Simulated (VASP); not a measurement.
# InP (I-4m2) in VASP: further runs

Runs on InP. Level: PBEsol. Tasks: relaxation of the atoms.

All numbers are computed with VASP 6.6.1; they aren't measurements. Logs are shortened: lines on timing, memory, paths and dates and some standing lists are left out, and cuts for length are marked.

**1. The cell of the first run**

The structure is tetragonal, space group I-4m2 (No. 119). Conventional cell: a = 4.167 Å, b = 4.167 Å, c = 5.820 Å, α = 90.00°, β = 90.00°, γ = 90.00°. Within 3.4 Å of In (site symmetry -4m2) lie 4 P at 2.54 Å. P (site symmetry -4m2) has 4 In at 2.54 Å within 3.4 Å.

**2. Relaxation of the atoms, PBEsol (strained cell)**

File INCAR:

```
PREC     = Accurate       # precision mode
ENCUT    = 450            # plane-wave cutoff, eV
EDIFF    = 1E-7           # SCF threshold, eV
ISMEAR   = 0              # smearing method
SIGMA    = 0.02           # smearing width, eV
LREAL    = F              # projectors in reciprocal space
LASPH    = T              # aspherical terms in the spheres
NELM     = 120            # most SCF steps
ALGO     = Normal         # electronic algorithm
ISIF     = 2              # what is computed and relaxed
LWAVE    = F              # write WAVECAR
LCHARG   = F              # write CHGCAR
GGA      = PS             # functional
IBRION   = 2              # ionic algorithm
NSW      = 60             # ionic steps
EDIFFG   = -0.002         # ionic threshold
GGA_COMPAT= F            
NELMIN   = 4
```

File KPOINTS:

```
regular mesh
0
Gamma
  10 10 10
```

File POSCAR:

```
InP
1.0
    0.0000000000      2.9465360910      2.9097962395
    2.9465360910      0.0000000000      2.9097962395
    2.9465360910      2.9465360910      0.0000000000
In P
1 1
Direct
    0.0000000000      0.0000000000      0.0000000000
    0.2500000000      0.2500000000      0.2500000000
```

Potentials or basis: VASP PAW PBE potentials, release 64 (In_d, P).

Run with:

```
$ cat potpaw_PBE.64/In_d/POTCAR potpaw_PBE.64/P/POTCAR > POTCAR
$ mpirun -np 1 vasp_std > vasp.out
```

OUTCAR:

```text
PREC = Accurate
   ENCUT = 450
   EDIFF = 1E-7
   ISMEAR = 0
   LREAL = F
   LASPH = T
   NELM = 120
   ISIF = 2
   GGA = PS
   IBRION = 2
   NSW = 60
   EDIFFG = -0.002
   NELMIN = 4

 ion  position               nearest neighbor table
   1  0.000  0.000  0.000-   2 2.54   2 2.54   2 2.54   2 2.54
   2  0.250  0.250  0.250-   1 2.54   1 2.54   1 2.54   1 2.54

  LATTYP: Found a body centered tetragonal cell.
 ALAT       =     4.1670313019
 C/A-ratio  =     1.3965799768

  Lattice vectors:

 A1 = (   0.0000000000,  -2.9465360910,  -2.9097962395)
 A2 = (   0.0000000000,   2.9465360910,  -2.9097962395)
 A3 = (   2.9465360910,   0.0000000000,   2.9097962395)

Analysis of symmetry for initial positions (statically):
=====================================================================
 Subroutine PRICEL returns:
 Original cell was already a primitive cell.

 Routine SETGRP: Setting up the symmetry group for a
 body centered tetragonal supercell.

 Subroutine GETGRP returns: Found  8 space group operations
 (whereof  8 operations were pure point group operations)
 out of a pool of 16 trial point group operations.

The static configuration has the point symmetry D_2d.

Analysis of symmetry for dynamics (positions and initial velocities):
=====================================================================
 Subroutine PRICEL returns:
 Original cell was already a primitive cell.

 Routine SETGRP: Setting up the symmetry group for a
 body centered tetragonal supercell.

 Subroutine GETGRP returns: Found  8 space group operations
 (whereof  8 operations were pure point group operations)
 out of a pool of 16 trial point group operations.

The dynamic configuration has the point symmetry D_2d.

 Subroutine INISYM returns: Found  8 space group operations
 (whereof  8 operations are pure point group operations),
 and found     1 'primitive' translations

----------------------------------------------------------------------------------------

                                     Primitive cell

  volume of cell :      50.5261

  direct lattice vectors                    reciprocal lattice vectors
     0.000000000  2.946536091  2.909796239    -0.169690777  0.169690777  0.171833338
     2.946536091  0.000000000  2.909796239     0.169690777 -0.169690777  0.171833338
     2.946536091  2.946536091  0.000000000     0.169690777  0.169690777 -0.171833338

  length of vectors
     4.141133793  4.141133793  4.167031302     0.295155240  0.295155240  0.295155240

  position of ions in fractional coordinates (direct lattice)
     0.000000000  0.000000000  0.000000000
     0.250000000  0.250000000  0.250000000

  ion indices of the primitive-cell ions
   primitive index   ion index
                 1           1
                 2           2

----------------------------------------------------------------------------------------

 KPOINTS: regular mesh

Automatic generation of k-mesh.
 Grid dimensions read from file:
 generate k-points for:   10   10   10

 Generating k-lattice:

  Cartesian coordinates                     Fractional coordinates (reciprocal lattice)
    -0.016969078  0.016969078  0.017183334     0.100000000  0.000000000  0.000000000
     0.016969078 -0.016969078  0.017183334     0.000000000  0.100000000  0.000000000
     0.016969078  0.016969078 -0.017183334     0.000000000  0.000000000  0.100000000

  Length of vectors
     0.029515524  0.029515524  0.029515524

  Shift w.r.t. Gamma in fractional coordinates (k-lattice)
     0.000000000  0.000000000  0.000000000

 Subroutine IBZKPT returns following result:
 ===========================================

 Found    102 irreducible k-points:

 Following reciprocal coordinates:
            Coordinates               Weight
  0.000000  0.000000  0.000000      1.000000
  0.100000  0.000000  0.000000      8.000000
  0.200000  0.000000  0.000000      8.000000
  0.300000  0.000000  0.000000      8.000000
  0.400000  0.000000  0.000000      8.000000
  0.500000  0.000000  0.000000      4.000000
[... 16 lines left out ...]
  0.300000  0.300000  0.000000      2.000000
  0.400000  0.300000  0.000000      8.000000
 [... further k-points ...]
   k-points           NKPTS =    102   k-points in BZ     NKDIM =    102   number of bands    NBANDS=     13
   number of dos      NEDOS =    301   number of ions     NIONS =      2
   total plane-waves  NPLWV =  27000
   dimension x,y,z NGX =    30 NGY =   30 NGZ =   30
   dimension x,y,z NGXF=    60 NGYF=   60 NGZF=   60
   ions per type =               1   1
   NGX,Y,Z   is equivalent  to a cutoff of  12.04, 12.04, 11.97 a.u.
   NGXF,Y,Z  is equivalent  to a cutoff of  24.09, 24.09, 23.94 a.u.
 SYSTEM =  unknown system
   PREC   = accura    normal or accurate (medium, high low for compatibility)
   ISTART =      0    job   : 0-new  1-cont  2-samecut
   ICHARG =      2    charge: 1-file 2-atom 10-const
   ISPIN  =      1    spin polarized calculation?
   LNONCOLLINEAR =      F non collinear calculations
   LSORBIT =      F    spin-orbit coupling
   LASPH  =      T    aspherical Exc in radial PAW
   ENCUT  =  450.0 eV  33.07 Ry    5.75 a.u.   7.16  7.16  7.21*2*pi/ulx,y,z
   NELM   =    120;   NELMIN=  4; NELMDL= -5     # of ELM steps
   EDIFF  = 0.1E-06   stopping-criterion for ELM
   LREAL  =      F    real-space projection
   EDIFFG = -.2E-02   stopping-criterion for IOM
   NSW    =     60    number of steps for IOM
   IBRION =      2    ionic relax: 0-MD 1-quasi-New 2-CG
   NFREE  =      1    steps in history (QN), initial steepest desc. (CG)
   ISIF   =      2    stress and relaxation
   ISYM   =      2    0-nonsym 1-usesym 2-fastsym
   POTIM  = 0.5000    time-step for ionic-motion
   TEBEG  =    0.0;   TEEND  =   0.0 temperature during run
   PSTRESS=    0.0 pullay stress
   NELECT =      18.0000    total number of electrons
   NUPDOWN=      -1.0000    fix difference up-down
   EMIN   =  10.00;   EMAX   =-10.00  energy-range for DOS
   EFERMI =   0.00;   METHOD = LEGACY
   ISMEAR =     0;   SIGMA  =   0.02  broadening in eV -4-tet -1-fermi 0-gaus
   EFERMI_NEDOS =   21; number of points for ismear=-14 and -15
   IALGO  =     38    algorithm
   IMIX   =      4    mixing-type and parameters
     AMIX     =   0.40;   BMIX     =  1.00
     AMIX_MAG =   1.60;   BMIX_MAG =  1.00
  volume/ion in A,a.u.               =      25.26       170.48
  Fermi-wavevector in a.u.,A,eV,Ry     =   1.160540  2.193104 18.325064  1.346854
  Thomas-Fermi vector in A             =   2.297122
   LORBIT       =      0    0 simple, 1 ext, 2 COOP (PROOUT), +10 PAW based schemes
   GGA     = PS    functional components
   LHFCALC =     F    Hartree Fock is set to
   AEXX    =    0.0000 exact exchange contribution
   IVDW    =     0    specifies the selected vdW correction
   LEPSILON=     F    determine dielectric tensor
   LRPA    =     F    only Hartree local field effects (RPA)
 conjugate gradient relaxation of ions
 non-spin polarized calculation
 Gauss-broadening in eV      SIGMA  =   0.02
  energy-cutoff  :      450.00
  volume of cell :       50.53
 maximum number of plane-waves:      1109
 NGX is ok and might be reduce to    30
   NGX = 15   NGY = 15   NGZ = 15

 number of electron      18.0000006 magnetization

 Free energy of the ion-electron system (eV)
  ---------------------------------------------------
  ext. energy  EPLUGINS =         0.00000000
  ---------------------------------------------------
  free energy    TOTEN  =        -9.15579538 eV

  energy without entropy =       -9.15579538  energy(sigma->0) =       -9.15579538

 E-fermi :   5.1727     XC(G=0):  -9.4626

 val. band max:        5.0880593939   @ k =   0.0000   0.0000   0.0000
 cond. band min:       5.6433931096   @ k =   0.0000   0.0000   0.0000
 fundamental gap:      0.5553337156
 Fermi energy:         5.1726564648

 k-point     1 :       0.0000    0.0000    0.0000
  band No.  band energies     occupation
      1      -9.0934      2.00000
      2      -9.0934      2.00000
      3      -9.0882      2.00000
      4      -8.9396      2.00000
      5      -8.9384      2.00000
      6      -6.4719      2.00000
      7       5.0298      2.00000
      8       5.0298      2.00000
      9       5.0881      2.00000
     10       5.6434      0.00000
     11       9.0546      0.00000
     12       9.0733      0.00000
     13       9.0733      0.00000

 k-point     2 :       0.1000    0.0000    0.0000
  band No.  band energies     occupation
      1      -9.1045      2.00000
      2      -9.0884      2.00000
      3      -9.0848      2.00000
      4      -8.9398      2.00000
      5      -8.9383      2.00000
      6      -6.3566      2.00000
      7       3.8552      2.00000
      8       4.9014      2.00000
      9       4.9456      2.00000
     10       6.4603      0.00000
     11       9.1181      0.00000
     12       9.2572      0.00000
     13       9.2598      0.00000

 k-point     3 :       0.2000    0.0000    0.0000
  band No.  band energies     occupation
      1      -9.1359      2.00000
      2      -9.0764      2.00000
      3      -9.0731      2.00000
      4      -8.9391      2.00000
      5      -8.9369      2.00000
      6      -6.0251      2.00000
      7       2.3180      2.00000
      8       4.6107      2.00000
      9       4.6667      2.00000
     10       6.7851      0.00000
     11       9.6201      0.00000
     12       9.6246      0.00000
     13       9.7567      0.00000
[... 305 lines left out ...]
 k-point    23 :       0.3000    0.3000    0.0000
  band No.  band energies     occupation
      1      -9.2211      2.00000
      2      -9.0250      2.00000
      3      -9.0250      2.00000
      4      -8.9733      2.00000
      5      -8.9142      2.00000
      6      -5.1975      2.00000
      7       1.0406      2.00000
      8       3.2729      2.00000
      9       3.2729      2.00000
     10       7.0803      0.00000
     11       7.9574      0.00000
     12      12.0685      0.00000
     13      12.0686      0.00000

 k-point    24 :       0.4000    0.3000    0.0000
  band No.  band energies     occupation
      1      -9.2413      2.00000
      2      -9.0154      2.00000
      3      -9.0123      2.00000
      4      -8.9772      2.00000
      5      -8.9103      2.00000
      6      -4.7718      2.00000
      7       0.3153      2.00000
      8       2.8109      2.00000
      9       3.0676      2.00000
     10       7.1378      0.00000
     11       7.9558      0.00000
     12      11.8335      0.00000
     13      12.4649      0.00000

 [... further k-points ...]

------------------------ aborting loop because EDIFF is reached ----------------------------------------

  FORCE on cell =-STRESS in cart. coord.  units (eV):
  Direction    XX          YY          ZZ          XY          YZ          ZX
  --------------------------------------------------------------------------------------
  -------------------------------------------------------------------------------------
  Total        0.0607171      0.0607171      0.2215942      0.0000000      0.0000000      0.0000000
  in kB        1.9253325      1.9253325      7.0267243      0.0000000      0.0000000      0.0000000
  external PRESSURE =       3.6257964 kB  Pullay stress =       0.0000000 kB

 VOLUME and BASIS-vectors are now :
 -----------------------------------------------------------------------------
  energy-cutoff  :      450.00
  volume of cell :       50.53
      direct lattice vectors                 reciprocal lattice vectors
     0.000000000  2.946536091  2.909796239    -0.169690777  0.169690777  0.171833338
     2.946536091  0.000000000  2.909796239     0.169690777 -0.169690777  0.171833338
     2.946536091  2.946536091  0.000000000     0.169690777  0.169690777 -0.171833338

 POSITION                                       TOTAL-FORCE (eV/Angst)
 -----------------------------------------------------------------------------------
      0.00000      0.00000      0.00000        -0.000000     -0.000000     -0.000000
      1.47327      1.47327      1.45490         0.000000      0.000000      0.000000
 -----------------------------------------------------------------------------------
    total drift:                                0.000000      0.000000      0.000000

  FREE ENERGIE OF THE ION-ELECTRON SYSTEM (eV)
  ---------------------------------------------------
  free  energy   TOTEN  =        -9.1557953795 eV

  energy  without entropy=       -9.1557953795  energy(sigma->0) =       -9.15579538

 reached required accuracy - stopping structural energy minimisation
```

It took 85 s on 1 thread of Intel Xeon Platinum 8259CL at 2.50GHz (Skylake/Cascade Lake), shared host; peak memory 0.2 GiB.

What came out:

```
Free energy             : -9.1558 eV
Pressure after relaxing : 0.4 GPa
Band gap on the k mesh  : 0.56 eV
```

Stress tensor (GPa, compression positive):
```
0.19 0.00 0.00
0.00 0.19 0.00
0.00 0.00 0.70
```

Final structure:
```xyz
2
Lattice="0.0000 2.9465 2.9098 2.9465 0.0000 2.9098 2.9465 2.9465 0.0000" Properties=species:S:1:pos:R:3 pbc="T T T"
In    0.0000    0.0000    0.0000
P     1.4733    1.4733    1.4549
```

Caveat: the cell differs from its parent crystal (strained cell); the relaxation stopped at its first step, so nothing moved; the PAW data sets were made with another functional, which shifts forces and pressure a little; spin-orbit coupling is left out, which moves the levels of the heavy elements.

(Part 1 of 2 ends here.)
